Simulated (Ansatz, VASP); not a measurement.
## Nb in VASP and in Ansatz

INCAR

```
SYSTEM = Nb
PREC = Accurate
ENCUT = 520
EDIFF = 1E-6
ISMEAR = -1
SIGMA = 0.1
LREAL = .FALSE.
LASPH = .TRUE.
NELM = 60
ALGO = Normal
ISIF = 2
LWAVE = .FALSE.
LCHARG = .TRUE.
GGA = PS
LELF = .TRUE.
LVHAR = .TRUE.
NBANDS = 12
```

KPOINTS

```
Automatic mesh
0
G
  16 16 16
  0 0 0
```

File POSCAR:

```
Nb
1.0
   -1.3799263129      1.3799263129      1.3799263129
    1.3799263129     -1.3799263129      1.3799263129
    1.3799263129      1.3799263129     -1.3799263129
Nb
1
Direct
    0.0000000000      0.0000000000      0.0000000000
```

Input for Ansatz:

```yaml
crystal:
  lattice:
    - [-1.3799263129, 1.3799263129, 1.3799263129]
    - [1.3799263129, -1.3799263129, 1.3799263129]
    - [1.3799263129, 1.3799263129, -1.3799263129]
  atoms:
    - { symbol: Nb, position: [0.0, 0.0, 0.0] }
kpoints:
  mp_grid: { grid: [16, 16, 16] }
scf:
  occupations: { method: fermi_dirac, width: 0.1 }
hamiltonian:
  xc: pbesol
  pseudopotentials: { kind: paw }
output:
  forces: true
  stress: true
  eigenvalues: true
  populations: true
```

Change from the starting cell: volume scaled by 0.6, PAW files.

Alike in both runs: task single point; functional PBEsol; k mesh 16 × 16 × 16; occupations fermi-dirac, width 0.1 eV; no spin polarisation.

```csv
,VASP,Ansatz
version,VASP 6.6.1,Ansatz 0.2.0
potentials or method,"VASP PAW PBE potentials, release 64 (Nb_sv)","PAW with Ansatz's default frozen-core files, scalar-relativistic"
plane-wave cutoff (eV),520,420
valence electrons in the cell,13,13
```

```tsv
	VASP	Ansatz	Ansatz less VASP
pressure (GPa)	239.3	238.4	-0.95
```

VASP's potentials were made for PBE, not for PBEsol. Both programs put the cell under a high pressure, so it lies far from rest at this level. With one functional, cell and mesh, what is left measures potentials, basis and numerics.

Noted on VASP's run: the cell as given lies far from equilibrium.
